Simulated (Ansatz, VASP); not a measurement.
ZnF2 in VASP and in Ansatz

```
Zn F
1.0
     4.70336    0.00000    0.00000
     0.00000    4.70336    0.00000
     0.00000    0.00000    3.12679
Zn F
2 4
Direct
  0.00000 0.00000 0.00000
  0.50000 0.50000 0.50000
  0.30319 0.30319 0.00000
  0.19681 0.80319 0.50000
  0.69681 0.69681 0.00000
  0.80319 0.19681 0.50000
```

Alike in both runs: task single point; functional PBE; k mesh 6 × 6 × 8; occupations fermi-dirac, width 0.02 eV; no spin polarisation.

|  | VASP | Ansatz |
| --- | --- | --- |
| version | VASP 6.6.1 | Ansatz 0.2.0 |
| potentials or method | VASP PAW PBE potentials, release 64 (Zn, F) | plane waves, PAW |
| plane-wave cutoff (eV) | 600 | 420 |
| valence electrons in the cell | 52 | 52 |

```tsv
	VASP	Ansatz	Ansatz less VASP
gap on the k mesh at the Fermi level (eV)	3.51	3.58	+0.077
pressure (GPa)	7.0	6.4	-0.64
traceless stress, the component that is largest in VASP (GPa)	0.78	0.59	-0.191
rms of the force components (eV/Å)	0.020	0.015	-0.0050
```

Atom by atom the forces differ by 0.005 eV/Å (rms over components).
